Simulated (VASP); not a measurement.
# HfO2 (Fm-3m) in VASP: notebook

Runs on HfO2. Level: PBE. Tasks: vibrations by perturbation theory.

All numbers are computed with VASP 6.6.1; they aren't measurements. Logs are shortened: lines on timing, memory, paths and dates and some standing lists are left out, and cuts for length are marked.

## Step 1: The cell of the first run

It takes space group Fm-3m (No. 225, cubic). The conventional cell has a = 4.990 Å, b = 4.990 Å, c = 4.990 Å, α = 90.00°, β = 90.00°, γ = 90.00°. Within 2.9 Å of Hf (site symmetry m-3m) lie 8 O at 2.16 Å. Within 2.9 Å of O (site symmetry -43m) lie 4 Hf at 2.16 Å and 6 O at 2.50 Å.

## Step 2: Vibrations by perturbation theory, PBE

Contents of INCAR:

```
ALGO     = Normal         # electronic algorithm
EDIFF    = 1E-8           # SCF threshold, eV
ENCUT    = 520            # plane-wave cutoff, eV
GGA      = PE             # functional
IBRION   = 8              # ionic algorithm
ISIF     = 2              # what is computed and relaxed
ISMEAR   = 0              # smearing method
LASPH    = True           # aspherical terms in the spheres
LCHARG   = False          # write CHGCAR
LEPSILON = True           # dielectric tensor by DFPT
LREAL    = False          # projectors in reciprocal space
LWAVE    = False          # write WAVECAR
NELM     = 100            # most SCF steps
NSW      = 1              # ionic steps
PREC     = Accurate       # precision mode
SIGMA    = 0.01           # smearing width, eV
```

Contents of KPOINTS:

```
k-points
0
Gamma
  8 8 8
```

Contents of POSCAR:

```
HfO2
1.0
    0.0000000000      2.4950109967      2.4950109967
    2.4950109967      0.0000000000      2.4950109967
    2.4950109967      2.4950109967      0.0000000000
Hf O
1 2
Direct
    0.0000000000      0.0000000000      0.0000000000
    0.2500000000      0.2500000000      0.2500000000
    0.7500000000      0.7500000000      0.7500000000
```

Potentials or basis: VASP PAW PBE potentials, release 64 (Hf_pv, O).

Started as:

```sh
> cat potpaw_PBE.64/Hf_pv/POTCAR potpaw_PBE.64/O/POTCAR > POTCAR
> mpirun -np 1 vasp_std > vasp.out
```

OUTCAR:

```text
EDIFF = 1E-8
   ENCUT = 520
   GGA = PE
   IBRION = 8
   ISIF = 2
   ISMEAR = 0
   LASPH = True
   LEPSILON = True
   LREAL = False
   NELM = 100
   NSW = 1
   PREC = Accurate

 ion  position               nearest neighbor table
   1  0.000  0.000  0.000-   3 2.16   3 2.16   3 2.16   2 2.16   3 2.16   2 2.16   2 2.16   2 2.16

   2  0.250  0.250  0.250-   1 2.16   1 2.16   1 2.16   1 2.16
   3  0.750  0.750  0.750-   1 2.16   1 2.16   1 2.16   1 2.16

  LATTYP: Found a face centered cubic cell.
 ALAT       =     4.9900219934

  Lattice vectors:

 A1 = (   0.0000000000,   2.4950109967,   2.4950109967)
 A2 = (   2.4950109967,   0.0000000000,   2.4950109967)
 A3 = (   2.4950109967,   2.4950109967,   0.0000000000)

Analysis of symmetry for initial positions (statically):
=====================================================================
 Subroutine PRICEL returns:
 Original cell was already a primitive cell.

 Routine SETGRP: Setting up the symmetry group for a
 face centered cubic supercell.

 Subroutine GETGRP returns: Found 48 space group operations
 (whereof 48 operations were pure point group operations)
 out of a pool of 48 trial point group operations.

The static configuration has the point symmetry O_h .

Analysis of symmetry for dynamics (positions and initial velocities):
=====================================================================
 Subroutine PRICEL returns:
 Original cell was already a primitive cell.

 Routine SETGRP: Setting up the symmetry group for a
 face centered cubic supercell.

 Subroutine GETGRP returns: Found 48 space group operations
 (whereof 48 operations were pure point group operations)
 out of a pool of 48 trial point group operations.

The dynamic configuration has the point symmetry O_h .

 Subroutine INISYM returns: Found 48 space group operations
 (whereof 48 operations are pure point group operations),
 and found     1 'primitive' translations

----------------------------------------------------------------------------------------

                                     Primitive cell

  volume of cell :      31.0633

  direct lattice vectors                    reciprocal lattice vectors
     0.000000000  2.495010997  2.495010997    -0.200399918  0.200399918  0.200399918
     2.495010997  0.000000000  2.495010997     0.200399918 -0.200399918  0.200399918
     2.495010997  2.495010997  0.000000000     0.200399918  0.200399918 -0.200399918

  length of vectors
     3.528478390  3.528478390  3.528478390     0.347102840  0.347102840  0.347102840

  position of ions in fractional coordinates (direct lattice)
     0.000000000  0.000000000  0.000000000
     0.250000000  0.250000000  0.250000000
     0.750000000  0.750000000  0.750000000

  ion indices of the primitive-cell ions
   primitive index   ion index
                 1           1
                 2           2
                 3           3

----------------------------------------------------------------------------------------

 KPOINTS: k-points

Automatic generation of k-mesh.
 Grid dimensions read from file:
 generate k-points for:    8    8    8

 Generating k-lattice:

  Cartesian coordinates                     Fractional coordinates (reciprocal lattice)
[... 596 lines left out ...]

------------------------ aborting loop because EDIFF is reached ----------------------------------------

 PIEZOELECTRIC TENSOR FIELD DIRECTION 3  (e Angst)
 -----------------------------------------------------------------------------
     0.00003  0.00000  0.00000           ( -0.00001  0.00000  0.00000)
     0.00000  0.00003  0.00000           (  0.00000 -0.00001  0.00000)
     0.00000 -0.00000 -0.00043           (  0.00000  0.00000  0.00000)

 PIEZOELECTRIC TENSOR FIELD DIRECTION 3  (C/m^2)
 -----------------------------------------------------------------------------
     0.00001  0.00000  0.00000
     0.00000  0.00001  0.00000
     0.00000 -0.00000 -0.00022

--------------------------------------- Ionic step        4  -------------------------------------------

------------------------ aborting loop because EDIFF is reached ----------------------------------------

[... ionic steps 5 to 6 ...]

--------------------------------------- Ionic step        7  -------------------------------------------

 Free energy of the ion-electron system (eV)
  ---------------------------------------------------
  ---------------------------------------------------
  free energy    TOTEN  =        -0.36879106 eV

  energy without entropy =       -0.36879106

------------------------ aborting loop because EDIFF is reached ----------------------------------------

 INTERNAL STRAIN TENSOR  FOR ION    2  DIRECTION 1   (eV/Angst):
 -----------------------------------------------------------------------------
    -0.00117  0.00000  0.00000
     0.00000  0.00074 -9.68957
     0.00000 -9.68957  0.00074

 MACROSCOPIC STATIC DIELECTRIC TENSOR (including local field effects in DFT)
 ------------------------------------------------------
           5.216852     0.000000     0.000000
           0.000000     5.216852     0.000000
          -0.000000     0.000000     5.216852
 ------------------------------------------------------

 PIEZOELECTRIC TENSOR (including local field effects)  for field in x, y, z        (e  Angst)
          XX          YY          ZZ          XY          YZ          ZX
  --------------------------------------------------------------------------------
  x     0.00000     0.00000     0.00000     0.00000     0.00000     0.00000
  y     0.00000     0.00000     0.00000     0.00000     0.00000     0.00000
  z     0.00000     0.00000     0.00000     0.00000     0.00000     0.00000

 PIEZOELECTRIC TENSOR (including local field effects)  for field in x, y, z        (C/m^2)
          XX          YY          ZZ          XY          YZ          ZX
  --------------------------------------------------------------------------------
  x     0.00000     0.00000     0.00000     0.00000     0.00000     0.00000
  y     0.00000     0.00000     0.00000     0.00000     0.00000     0.00000
  z     0.00000     0.00000     0.00000     0.00000     0.00000     0.00000

 BORN EFFECTIVE CHARGES (including local field effects) (in |e|, cummulative output)
 ---------------------------------------------------------------------------------
 ion    1
    1     5.53018     0.00000     0.00000
    2     0.00000     5.53018     0.00000
    3     0.00000     0.00000     5.53018
 ion    2
    1    -2.76509     0.00000     0.00000
    2     0.00000    -2.76509     0.00000
    3     0.00000     0.00000    -2.76509
 ion    3
    1    -2.76509     0.00000     0.00000
    2     0.00000    -2.76509     0.00000
    3     0.00000     0.00000    -2.76509

 INTERNAL STRAIN TENSOR FOR ION    3 for displacements in x,y,z  (eV/Angst):
          X           Y           Z          XY          YZ          ZX
  --------------------------------------------------------------------------------
  x    -0.00000     0.00000     0.00000     0.00000     9.68957     0.00000
  y     0.00000    -0.00000     0.00000     0.00000     0.00000     9.68957
  z     0.00000     0.00000    -0.00000     9.68957     0.00000     0.00000

 SECOND DERIVATIVES (NOT SYMMETRIZED)
 ------------------------------------
               1X          1Y          1Z          2X          2Y          2Z          3X          3Y          3Z
  1X    -7.604106    0.000000    0.000000    3.802053    0.000000    0.000000    3.802053    0.000000    0.000000
  1Y     0.000000   -7.604106    0.000000    0.000000    3.802053    0.000000    0.000000    3.802053    0.000000
  1Z     0.000000    0.000000   -7.604106    0.000000    0.000000    3.802053    0.000000    0.000000    3.802053
  2X     3.803317    0.000000    0.000000  -13.060097    0.000000    0.000000    9.256780   -0.000000   -0.000000
  2Y     0.000000    3.803317   -0.000000    0.000000  -13.060097    0.000000   -0.000000    9.256780    0.000000
  2Z     0.000000   -0.000000    3.803317    0.000000    0.000000  -13.060097   -0.000000    0.000000    9.256780
  3X     3.803317    0.000000    0.000000    9.256780   -0.000000   -0.000000  -13.060097    0.000000    0.000000
  3Y     0.000000    3.803317   -0.000000   -0.000000    9.256780    0.000000    0.000000  -13.060097    0.000000
  3Z     0.000000   -0.000000    3.803317   -0.000000    0.000000    9.256780    0.000000    0.000000  -13.060097

 Eigenvectors and eigenvalues of the dynamical matrix
 ----------------------------------------------------

   1 f  =   18.463220 THz   116.007833 2PiTHz  615.866727 cm-1    76.357708 meV
             X         Y         Z           dx          dy          dz
      0.000000  0.000000  0.000000    -0.000000    0.000000    0.000000
      1.247505  1.247505  1.247505    -0.707003    0.012142    0.000000
      3.742516  3.742516  3.742516     0.707003   -0.012142    0.000000
[... 43 lines left out ...]
   9 f/i=    0.000494 THz     0.003103 2PiTHz    0.016474 cm-1     0.002043 meV
             X         Y         Z           dx          dy          dz
      0.000000  0.000000  0.000000     0.013618   -0.027739   -0.920360
      1.247505  1.247505  1.247505     0.004077   -0.008304   -0.275511
      3.742516  3.742516  3.742516     0.004077   -0.008304   -0.275511

--------------------------------------------------------------------------------------------------------

 MACROSCOPIC STATIC DIELECTRIC TENSOR IONIC CONTRIBUTION
 ------------------------------------------------------
          23.426157    -0.000000    -0.000000
          -0.000000    23.426157     0.000000
          -0.000000     0.000000    23.426157
 ------------------------------------------------------

 ELASTIC MODULI CONTR FROM IONIC RELAXATION (kBar)
 Direction    XX          YY          ZZ          XY          YZ          ZX
 --------------------------------------------------------------------------------
 XX          -0.0000     -0.0000      0.0000     -0.0000      0.0000      0.0000
 YY          -0.0000     -0.0000      0.0000     -0.0000      0.0000      0.0000
 ZZ           0.0000      0.0000     -0.0000      0.0000     -0.0000     -0.0000
 XY          -0.0000     -0.0000      0.0000   -433.9794      0.0000      0.0000
 YZ           0.0000      0.0000     -0.0000      0.0000   -433.9794     -0.0000
 ZX           0.0000      0.0000     -0.0000      0.0000     -0.0000   -433.9794
 --------------------------------------------------------------------------------

 PIEZOELECTRIC TENSOR IONIC CONTR  for field in x, y, z        (C/m^2)
          XX          YY          ZZ          XY          YZ          ZX
  --------------------------------------------------------------------------------
  x    -0.00000     0.00000     0.00000    -0.00000     0.00000    -0.00000
  y    -0.00000     0.00000    -0.00000     0.00000     0.00000    -0.00000
  z    -0.00000     0.00000    -0.00000     0.00000     0.00000    -0.00000
```

Wall time 3.5 min (1 thread of Intel Xeon Platinum 8559C (Emerald Rapids), shared host); peak memory 0.25 GiB.

Results:

```
Electronic dielectric tensor (diagonal)                 : 5.22
Born charges (mean of the diagonal)                     : Hf +5.53; O -2.77 e
Highest phonon frequency at Γ, LO-TO splitting left out : 616 cm⁻¹
```

Phonon frequencies in cm⁻¹ (negative: imaginary):
| q point | frequencies |
| --- | --- |
| (0.000, 0.000, 0.000) | 0 0 0 276 276 276 616 616 616 |

Electronic dielectric tensor:
```
5.22 0.00 0.00
0.00 5.22 0.00
0.00 0.00 5.22
```

Born effective charge tensors (e):
atom 1, Hf
```
5.53 0.00 0.00
0.00 5.53 0.00
0.00 0.00 5.53
```
atom 2, O
```
-2.77  0.00  0.00
 0.00 -2.77  0.00
 0.00  0.00 -2.77
```
atom 3, O
```
-2.77  0.00  0.00
 0.00 -2.77  0.00
 0.00  0.00 -2.77
```

Caveat: the cell wasn't relaxed at this level first, which shifts response properties; spin-orbit coupling is left out, which moves the levels of the heavy elements.

## Step 3: Vibrations by perturbation theory, PBE

This run uses another cell than the first one, of 10.75 Å³/atom, 1.038 times its volume.

Contents of INCAR:

```
SYSTEM = HfO2
PREC = Accurate ; ENCUT = 520
EDIFF = 1E-8 ; ISMEAR = 0
SIGMA = 0.01 ; LREAL = .False.
LASPH = .True. ; NELM = 80
ALGO = Normal ; ISIF = 2
LWAVE = .False. ; LCHARG = .False.
GGA = PE ; IBRION = 8
NSW = 1 ; LEPSILON = .True.
```

Contents of KPOINTS:

```
Automatic mesh
0
Gamma
  8 8 8
  0 0 0
```

Contents of POSCAR:

```
HfO2
1.0
    0.0000000000      2.5260549932      2.5260549932
    2.5260549932      0.0000000000      2.5260549932
    2.5260549932      2.5260549932      0.0000000000
Hf O
1 2
Direct
    0.0000000000      0.0000000000      0.0000000000
    0.2500000000      0.2500000000      0.2500000000
    0.7500000000      0.7500000000      0.7500000000
```

Potentials or basis: VASP PAW PBE potentials, release 64 (Hf_pv, O).

Started as:

```sh
> cat potpaw_PBE.64/Hf_pv/POTCAR potpaw_PBE.64/O/POTCAR > POTCAR
> mpirun -np 1 vasp_std > vasp.out
```

OUTCAR:

```text
SYSTEM = HfO2
   PREC = Accurate
   ENCUT = 520
   EDIFF = 1E-8
   ISMEAR = 0
   LREAL = .False.
   LASPH = .True.
   NELM = 80
   ISIF = 2
   GGA = PE
   IBRION = 8
   NSW = 1
   LEPSILON = .True.

 ion  position               nearest neighbor table
   1  0.000  0.000  0.000-   3 2.19   3 2.19   3 2.19   2 2.19   3 2.19   2 2.19   2 2.19   2 2.19

   2  0.250  0.250  0.250-   1 2.19   1 2.19   1 2.19   1 2.19
   3  0.750  0.750  0.750-   1 2.19   1 2.19   1 2.19   1 2.19

[... 817 lines left out ...]
   9 f/i=    0.005621 THz     0.035320 2PiTHz    0.187509 cm-1     0.023248 meV
             X         Y         Z           dx          dy          dz
      0.000000  0.000000  0.000000     0.044331    0.100692   -0.913948
      1.263027  1.263027  1.263027     0.013302    0.030214   -0.274239
      3.789082  3.789082  3.789082     0.013302    0.030214   -0.274239

--------------------------------------------------------------------------------------------------------

 MACROSCOPIC STATIC DIELECTRIC TENSOR IONIC CONTRIBUTION
 ------------------------------------------------------
          30.356979    -0.000000    -0.000000
          -0.000000    30.356979     0.000000
          -0.000000     0.000000    30.356979
 ------------------------------------------------------

 ELASTIC MODULI CONTR FROM IONIC RELAXATION (kBar)
 Direction    XX          YY          ZZ          XY          YZ          ZX
 --------------------------------------------------------------------------------
 XX          -0.0000     -0.0000     -0.0000      0.0000      0.0000     -0.0000
 YY          -0.0000     -0.0000     -0.0000      0.0000      0.0000      0.0000
 ZZ          -0.0000     -0.0000     -0.0000      0.0000      0.0000     -0.0000
 XY           0.0000      0.0000      0.0000   -281.5505      0.0000     -0.0000
 YZ           0.0000      0.0000      0.0000      0.0000   -281.5505     -0.0000
 ZX          -0.0000      0.0000     -0.0000     -0.0000     -0.0000   -281.5505
 --------------------------------------------------------------------------------

 PIEZOELECTRIC TENSOR IONIC CONTR  for field in x, y, z        (C/m^2)
          XX          YY          ZZ          XY          YZ          ZX
  --------------------------------------------------------------------------------
  x    -0.00000    -0.00000    -0.00000    -0.00000     0.00000    -0.00000
  y     0.00000    -0.00000     0.00000    -0.00000     0.00000     0.00000
  z     0.00000     0.00000     0.00000    -0.00000     0.00000    -0.00000
```

Run time: 3.5 min. Hardware: 1 thread of Intel Xeon Platinum 8559C (Emerald Rapids), shared host; peak memory 0.28 GiB.

Results:

- Electronic dielectric tensor (diagonal): 5.24
- Born charges (mean of the diagonal): Hf +5.52; O -2.76 e
- Highest phonon frequency at Γ, LO-TO splitting left out: 582 cm⁻¹

Phonon frequencies in cm⁻¹ (negative: imaginary):
```csv
q point,frequencies
"(0.000, 0.000, 0.000)",0 0 0 237 237 237 582 582 582
```

Electronic dielectric tensor:
```
5.24 0.00 0.00
0.00 5.24 0.00
0.00 0.00 5.24
```

Born effective charge tensors (e):
atom 1, Hf
```
5.52 0.00 0.00
0.00 5.52 0.00
0.00 0.00 5.52
```
atom 2, O
```
-2.76  0.00  0.00
 0.00 -2.76  0.00
 0.00  0.00 -2.76
```
atom 3, O
```
-2.76  0.00  0.00
 0.00 -2.76  0.00
 0.00  0.00 -2.76
```

Caveat: the cell wasn't relaxed at this level first, which shifts response properties; spin-orbit coupling is left out, which moves the levels of the heavy elements.

(Part 1 of 2 ends here.)
